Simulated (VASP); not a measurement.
# NaCl (Pm-3m) in VASP: notebook

The runs below take NaCl through electric field gradients, with PBEsol.

All numbers are computed with VASP 6.6.1; they aren't measurements. Logs are shortened: lines on timing, memory, paths and dates and some standing lists are left out, and cuts for length are marked.

## Step 1: The cell of the first run

It takes space group Pm-3m (No. 221, cubic). The conventional cell has a = 2.850 Å, b = 2.850 Å, c = 2.850 Å, α = 90.00°, β = 90.00°, γ = 90.00°. Within 3.3 Å of Na (site symmetry m-3m) lie 8 Cl at 2.47 Å and 6 Na at 2.85 Å. Cl (site symmetry m-3m) has 8 Na at 2.47 Å and 6 Cl at 2.85 Å within 3.3 Å.

## Step 2: Electric field gradients, PBEsol (volume scaled by 0.99)

Contents of INCAR:

```
SYSTEM = NaCl
  PREC = Accurate
  ENCUT = 400
  EDIFF = 1E-8
  ISMEAR = -1
  SIGMA = 0.02
  LREAL = .FALSE.
  LASPH = .TRUE.
  NELM = 120
  ALGO = Normal
  ISIF = 2
  LWAVE = .FALSE.
  LCHARG = .FALSE.
  GGA = PS
  LEFG = .TRUE.
  NBANDS = 14
  GGA_COMPAT = .FALSE.
```

Contents of KPOINTS:

```
regular mesh
0
G
  8 8 8
  0 0 0
```

Contents of POSCAR:

```
NaCl
1.0
    2.8504347112      0.0000000000      0.0000000000
    0.0000000000      2.8504347112      0.0000000000
    0.0000000000      0.0000000000      2.8504347112
Na Cl
1 1
Direct
    0.0000000000      0.0000000000      0.0000000000
    0.5000000000      0.5000000000      0.5000000000
```

Potentials or basis: VASP PAW PBE potentials, release 64 (Na_pv, Cl).

Started as:

```bash
$ cat potpaw_PBE.64/Na_pv/POTCAR potpaw_PBE.64/Cl/POTCAR > POTCAR
$ mpirun -np 1 vasp_std > vasp.out
```

OUTCAR:

```text
SYSTEM = NaCl
   PREC = Accurate
   ENCUT = 400
   EDIFF = 1E-8
   ISMEAR = -1
   LREAL = .FALSE.
   LASPH = .TRUE.
   NELM = 120
   ISIF = 2
   GGA = PS

 ion  position               nearest neighbor table
   1  0.000  0.000  0.000-   2 2.47   2 2.47   2 2.47   2 2.47   2 2.47   2 2.47   2 2.47   2 2.47

   2  0.500  0.500  0.500-   1 2.47   1 2.47   1 2.47   1 2.47   1 2.47   1 2.47   1 2.47   1 2.47

  LATTYP: Found a simple cubic cell.
 ALAT       =     2.8504347112

  Lattice vectors:

 A1 = (   2.8504347112,   0.0000000000,   0.0000000000)
 A2 = (   0.0000000000,   2.8504347112,   0.0000000000)
 A3 = (   0.0000000000,   0.0000000000,   2.8504347112)

Analysis of symmetry for initial positions (statically):
=====================================================================
 Subroutine PRICEL returns:
 Original cell was already a primitive cell.

 Routine SETGRP: Setting up the symmetry group for a
 simple cubic supercell.

 Subroutine GETGRP returns: Found 48 space group operations
 (whereof 48 operations were pure point group operations)
 out of a pool of 48 trial point group operations.

The static configuration has the point symmetry O_h .

Analysis of symmetry for dynamics (positions and initial velocities):
=====================================================================
 Subroutine PRICEL returns:
 Original cell was already a primitive cell.

 Routine SETGRP: Setting up the symmetry group for a
 simple cubic supercell.

 Subroutine GETGRP returns: Found 48 space group operations
 (whereof 48 operations were pure point group operations)
 out of a pool of 48 trial point group operations.

The dynamic configuration has the point symmetry O_h .

 Subroutine INISYM returns: Found 48 space group operations
 (whereof 48 operations are pure point group operations),
 and found     1 'primitive' translations

----------------------------------------------------------------------------------------

                                     Primitive cell

  volume of cell :      23.1597

  direct lattice vectors                    reciprocal lattice vectors
     2.850434711  0.000000000  0.000000000     0.350823682  0.000000000  0.000000000
     0.000000000  2.850434711  0.000000000     0.000000000  0.350823682  0.000000000
     0.000000000  0.000000000  2.850434711     0.000000000  0.000000000  0.350823682

  length of vectors
[... 138 lines left out ...]
  band No.  band energies     occupation
      1     -15.7069      2.00000
      2     -15.7069      2.00000
      3     -15.7069      2.00000
      4     -10.1861      2.00000
      5       5.6178      2.00000
      6       5.6178      2.00000
      7       5.6178      2.00000
      8      13.3510      0.00000
      9      13.3510      0.00000
     10      14.1973      0.00000
     11      24.7787      0.00000
     12      24.7787      0.00000
     13      24.7787      0.00000
     14      29.3444      0.00000
[... 377 lines left out ...]
      1     -15.9954      2.00000
      2     -15.9257      2.00000
      3     -15.6817      2.00000
      4      -7.6950      2.00000
      5       1.2426      2.00000
      6       2.0562      2.00000
      7       5.8468      2.00000
      8      12.0389      0.00000
      9      17.4315      0.00000
     10      17.9505      0.00000
     11      18.9193      0.00000
     12      24.1248      0.00000
     13      24.5773      0.00000
     14      28.5857      0.00000

 [... further k-points ...]

------------------------ aborting loop because EDIFF is reached ----------------------------------------

  FORCE on cell =-STRESS in cart. coord.  units (eV):
  Direction    XX          YY          ZZ          XY          YZ          ZX
  --------------------------------------------------------------------------------------
  -------------------------------------------------------------------------------------
  Total        8.9970430      8.9970430      8.9970430     -0.0000000     -0.0000000      0.0000000
  in kB      622.4107519    622.4107519    622.4107519     -0.0000000     -0.0000000      0.0000000
  external PRESSURE =     622.4107519 kB  Pullay stress =       0.0000000 kB

 VOLUME and BASIS-vectors are now :
 -----------------------------------------------------------------------------
  energy-cutoff  :      400.00
  volume of cell :       23.16
      direct lattice vectors                 reciprocal lattice vectors
     2.850434711  0.000000000  0.000000000     0.350823682  0.000000000  0.000000000
     0.000000000  2.850434711  0.000000000     0.000000000  0.350823682  0.000000000
     0.000000000  0.000000000  2.850434711     0.000000000  0.000000000  0.350823682

 POSITION                                       TOTAL-FORCE (eV/Angst)
 -----------------------------------------------------------------------------------
      0.00000      0.00000      0.00000         0.000000      0.000000      0.000000
      1.42522      1.42522      1.42522         0.000000      0.000000      0.000000
 -----------------------------------------------------------------------------------
    total drift:                                0.000000      0.000000      0.000000

  FREE ENERGIE OF THE ION-ELECTRON SYSTEM (eV)
  ---------------------------------------------------
  free  energy   TOTEN  =        -4.6877519131 eV

  energy  without entropy=       -4.6877519131  energy(sigma->0) =       -4.68775191

 Electric field gradients (V/A^2)
---------------------------------------------------------------------
 ion       V_xx      V_yy      V_zz      V_xy      V_xz      V_yz
---------------------------------------------------------------------
   1       0.000     0.000    -0.000     0.000    -0.000     0.000
   2      -0.000    -0.000    -0.000     0.000     0.000    -0.000
---------------------------------------------------------------------

 Electric field gradients after diagonalization (V/A^2)
 (convention: |V_zz| > |V_xx| > |V_yy|)
----------------------------------------------------------------------
 ion       V_xx      V_yy      V_zz     asymmetry (V_yy - V_xx)/ V_zz
----------------------------------------------------------------------
   1       0.000     0.000    -0.000       0.408
   2      -0.000    -0.000    -0.000      -0.156
----------------------------------------------------------------------

           NMR quadrupolar parameters

 Cq : quadrupolar parameter    Cq=e*Q*V_zz/h
 eta: asymmetry parameters     (V_yy - V_xx)/ V_zz
 Q  : nuclear electric quadrupole moment in mb (millibarn)
----------------------------------------------------------------------
 ion       Cq(MHz)       eta       Q (mb)
----------------------------------------------------------------------
   1      -0.000       0.408       1.000
   2      -0.000      -0.156       1.000
----------------------------------------------------------------------
```

OSZICAR:

```text
N       E                     dE             d eps       ncg     rms          rms(c)
DAV:   1     0.926967729916E+02    0.92697E+02   -0.61511E+03  1008   0.101E+03
DAV:   2    -0.518548415533E+00   -0.93215E+02   -0.86061E+02  1174   0.285E+02
DAV:   3    -0.493150395825E+01   -0.44130E+01   -0.43952E+01  1196   0.584E+01
DAV:   4    -0.497555424649E+01   -0.44050E-01   -0.44039E-01  1178   0.600E+00
DAV:   5    -0.497620161818E+01   -0.64737E-03   -0.64737E-03  1238   0.755E-01    0.608E+00
DAV:   6    -0.473868098839E+01    0.23752E+00   -0.20061E-01  1394   0.667E+00    0.393E+00
DAV:   7    -0.468992469942E+01    0.48756E-01   -0.11222E-01  1458   0.398E+00    0.167E+00
DAV:   8    -0.468787153001E+01    0.20532E-02   -0.91822E-03  1118   0.113E+00    0.247E-01
DAV:   9    -0.468774764791E+01    0.12388E-03   -0.28522E-04  1300   0.307E-01    0.494E-02
DAV:  10    -0.468775138162E+01   -0.37337E-05   -0.24830E-05  1268   0.101E-01    0.795E-03
DAV:  11    -0.468775178828E+01   -0.40666E-06   -0.44107E-06  1196   0.262E-02    0.625E-03
DAV:  12    -0.468775190021E+01   -0.11194E-06   -0.23558E-07  1160   0.446E-03    0.102E-03
DAV:  13    -0.468775193517E+01   -0.34955E-07   -0.23198E-08  1226   0.101E-03    0.875E-04
DAV:  14    -0.468775191467E+01    0.20504E-07   -0.11463E-09   796   0.281E-04    0.764E-05
DAV:  15    -0.468775191308E+01    0.15855E-08   -0.13746E-10   688   0.987E-05
   1 F= -.46877519E+01 E0= -.46877519E+01  d E =-.299064E-11
```

Run time: 6.9 s. Hardware: 1 thread of AMD EPYC 7R43 (Zen 3), shared host; peak memory 0.09 GiB.

What came out:

- Free energy: -4.6878 eV
- Pressure: 62.2 GPa
- Band gap on the k mesh: 4.16 eV, direct

Levels at points of the mesh, in eV from the valence-band top:
| k point | band 3 | band 4 | band 5 | band 6 | band 7 | band 8 | band 9 | band 10 | band 11 | band 12 |
| --- | --- | --- | --- | --- | --- | --- | --- | --- | --- | --- |
| (0.00, 0.00, 0.00) | -22.62 | -17.10 | -1.30 | -1.30 | -1.30 | 6.44 | 6.44 | 7.28 | 17.86 | 17.86 |
| (0.50, 0.00, 0.00) | -22.58 | -15.37 | -7.10 | -0.81 | -0.81 | 9.12 | 9.12 | 12.67 | 12.67 | 13.64 |
| (0.50, 0.50, 0.00) | -22.55 | -14.62 | -5.48 | -5.48 | 0.00 | 4.16 | 10.61 | 12.70 | 12.70 | 15.46 |
| (0.50, 0.50, 0.50) | -22.82 | -13.36 | -4.91 | -4.91 | -4.91 | 6.11 | 6.11 | 6.11 | 17.01 | 23.23 |

Caveat: without QUAD_EFG the Cq values of the log hold for a quadrupole moment of 1 mb, not for the nuclei; the PAW data sets were made with another functional, which shifts forces and pressure a little. A k mesh can miss the band edges.

## Step 3: Electric field gradients, PBEsol (volume scaled by 1.02)

Contents of INCAR:

```
SYSTEM = NaCl
PREC = Accurate
ENCUT = 400
EDIFF = 1E-8
ISMEAR = -1
SIGMA = 0.02
LREAL = .False.
LASPH = .True.
NELM = 120
ALGO = Normal
ISIF = 2
LWAVE = .False.
LCHARG = .False.
GGA = PS
LEFG = .True.
NBANDS = 14
GGA_COMPAT = .False.
```

Contents of KPOINTS:

```
Automatic mesh
0
Gamma
  8 8 8
  0 0 0
```

Contents of POSCAR:

```
NaCl
1.0
    2.8789409493      0.0000000000      0.0000000000
    0.0000000000      2.8789409493      0.0000000000
    0.0000000000      0.0000000000      2.8789409493
Na Cl
1 1
Direct
    0.0000000000      0.0000000000      0.0000000000
    0.5000000000      0.5000000000      0.5000000000
```

Potentials or basis: VASP PAW PBE potentials, release 64 (Na_pv, Cl).

Started as:

```bash
$ cat potpaw_PBE.64/Na_pv/POTCAR potpaw_PBE.64/Cl/POTCAR > POTCAR
$ mpirun -np 1 vasp_std > vasp.out
```

OUTCAR:

```text
SYSTEM = NaCl
   PREC = Accurate
   ENCUT = 400
   EDIFF = 1E-8
   ISMEAR = -1
   LREAL = .False.
   LASPH = .True.
   NELM = 120
   ISIF = 2
   GGA = PS

 ion  position               nearest neighbor table
   1  0.000  0.000  0.000-   2 2.49   2 2.49   2 2.49   2 2.49   2 2.49   2 2.49   2 2.49   2 2.49

   2  0.500  0.500  0.500-   1 2.49   1 2.49   1 2.49   1 2.49   1 2.49   1 2.49   1 2.49   1 2.49

  LATTYP: Found a simple cubic cell.
 ALAT       =     2.8789409493

  Lattice vectors:

 A1 = (   2.8789409493,   0.0000000000,   0.0000000000)
[... 622 lines left out ...]
  free  energy   TOTEN  =        -4.9462304821 eV

  energy  without entropy=       -4.9462304821  energy(sigma->0) =       -4.94623048

 Electric field gradients (V/A^2)
---------------------------------------------------------------------
 ion       V_xx      V_yy      V_zz      V_xy      V_xz      V_yz
---------------------------------------------------------------------
   1      -0.000     0.000     0.000     0.000     0.000     0.000
   2       0.000     0.000     0.000    -0.000     0.000    -0.000
---------------------------------------------------------------------

 Electric field gradients after diagonalization (V/A^2)
 (convention: |V_zz| > |V_xx| > |V_yy|)
----------------------------------------------------------------------
 ion       V_xx      V_yy      V_zz     asymmetry (V_yy - V_xx)/ V_zz
----------------------------------------------------------------------
   1      -0.000     0.000     0.000       0.378
   2       0.000     0.000     0.000      -0.140
----------------------------------------------------------------------

           NMR quadrupolar parameters

 Cq : quadrupolar parameter    Cq=e*Q*V_zz/h
 eta: asymmetry parameters     (V_yy - V_xx)/ V_zz
 Q  : nuclear electric quadrupole moment in mb (millibarn)
----------------------------------------------------------------------
 ion       Cq(MHz)       eta       Q (mb)
----------------------------------------------------------------------
   1       0.000       0.378       1.000
   2       0.000      -0.140       1.000
----------------------------------------------------------------------
```

OSZICAR:

```text
N       E                     dE             d eps       ncg     rms          rms(c)
DAV:   1     0.884840165403E+02    0.88484E+02   -0.61822E+03  1004   0.100E+03
DAV:   2    -0.909377768156E+00   -0.89393E+02   -0.82578E+02  1150   0.273E+02
DAV:   3    -0.517349044736E+01   -0.42641E+01   -0.42464E+01  1226   0.558E+01
DAV:   4    -0.521870875898E+01   -0.45218E-01   -0.45208E-01  1142   0.614E+00
DAV:   5    -0.521935854076E+01   -0.64978E-03   -0.64975E-03  1250   0.736E-01    0.569E+00
DAV:   6    -0.499373210994E+01    0.22563E+00   -0.19339E-01  1362   0.633E+00    0.369E+00
DAV:   7    -0.494828528368E+01    0.45447E-01   -0.10560E-01  1428   0.376E+00    0.160E+00
DAV:   8    -0.494634887869E+01    0.19364E-02   -0.86581E-03  1118   0.107E+00    0.250E-01
DAV:   9    -0.494622566159E+01    0.12322E-03   -0.26965E-04  1320   0.287E-01    0.543E-02
DAV:  10    -0.494623002895E+01   -0.43674E-05   -0.25297E-05  1286   0.982E-02    0.801E-03
DAV:  11    -0.494623035834E+01   -0.32940E-06   -0.41645E-06  1184   0.255E-02    0.582E-03
DAV:  12    -0.494623047758E+01   -0.11923E-06   -0.22608E-07  1226   0.431E-03    0.654E-04
DAV:  13    -0.494623050492E+01   -0.27348E-07   -0.18365E-08  1172   0.906E-04    0.867E-04
DAV:  14    -0.494623048289E+01    0.22029E-07   -0.13236E-09   808   0.289E-04    0.496E-05
DAV:  15    -0.494623048214E+01    0.75033E-09   -0.13095E-10   712   0.971E-05
   1 F= -.49462305E+01 E0= -.49462305E+01  d E =-.197146E-13
```

stdout:

```text
POSCAR found type information on POSCAR NaCl
 POSCAR found :  2 types and       2 ions
 scaLAPACK will be used
 -----------------------------------------------------------------------------
|                                                                             |
|                                                                             |
|     You enforced a specific xc type in the INCAR file but a different       |
|     I HOPE YOU KNOW WHAT YOU ARE DOING!                                     |
|                                                                             |
 -----------------------------------------------------------------------------

 LDA part: xc-table for (Slater+PW92), standard interpolation
 POSCAR, INCAR and KPOINTS ok, starting setup
 FFT: planning ... GRIDC
 FFT: planning ... GRID_SOFT
 FFT: planning ... GRID
 WAVECAR not read
 entering main loop
ion   1

ion   2
```

It took 7.8 s on 1 thread of AMD EPYC 7R43 (Zen 3), shared host; peak memory 0.09 GiB.

What came out:

| Quantity | Value |
| --- | --- |
| Free energy | -4.9462 eV |
| Pressure | 55.0 GPa |
| Band gap on the k mesh | 4.28 eV, direct |

Levels at points of the mesh, in eV from the valence-band top:
| k point | band 4 | band 5 | band 6 | band 7 | band 8 | band 9 | band 10 | band 11 |
| --- | --- | --- | --- | --- | --- | --- | --- | --- |
| (0.00, 0.00, 0.00) | -16.83 | -1.24 | -1.24 | -1.24 | 6.60 | 6.60 | 7.02 | 17.78 |
| (0.50, 0.00, 0.00) | -15.22 | -6.83 | -0.77 | -0.77 | 8.98 | 9.24 | 12.65 | 12.65 |
| (0.50, 0.50, 0.00) | -14.48 | -5.28 | -5.28 | 0.00 | 4.28 | 10.59 | 12.74 | 12.74 |
| (0.50, 0.50, 0.50) | -13.31 | -4.70 | -4.70 | -4.70 | 6.19 | 6.19 | 6.19 | 16.72 |

Caveat: without QUAD_EFG the Cq values of the log hold for a quadrupole moment of 1 mb, not for the nuclei; the PAW data sets were made with another functional, which shifts forces and pressure a little.

(Continued in part 2 of 2.)
